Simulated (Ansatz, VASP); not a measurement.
## Two plane-wave programs on AlNi

```
Al Ni
1.0
     1.94053   -1.94050    0.00000
     1.94053    1.94050    0.00000
     0.00000    0.00000    2.97780
Al Ni
1 1
Cartesian
  0.0000 0.0000 0.0000
  1.9405 0.0000 1.4889
```

Alike in both runs: task single point; functional PBE; k mesh 16 × 16 × 16; occupations gaussian, width 0.15 eV; no spin polarisation.

```csv
,VASP,Ansatz
version,VASP 6.6.1,Ansatz 0.2.0
potentials or method,"VASP PAW PBE potentials, release 64 (Al, Ni), cutoff 520 eV","scalar-relativistic, plane waves, PAW"
valence electrons in the cell,13,21
```

VASP gave:

```
gap on the k mesh at the Fermi level (eV)                     : none
pressure (GPa)                                                : 14.9
traceless stress, the component that is largest in VASP (GPa) : -3.86
```

Q: Estimate Ansatz's values.

A: gap on the k mesh at the Fermi level (eV): none; pressure (GPa): 14.7; traceless stress, the component that is largest in VASP (GPa): -3.76.

A gap of «none» marks a metal or a gap that the smearing closes. VASP's potentials hold 13 valence electrons a cell and Ansatz's 21, so a difference there can come from the potentials and not from the codes. Ansatz's warnings: near symmetry operations not taken.
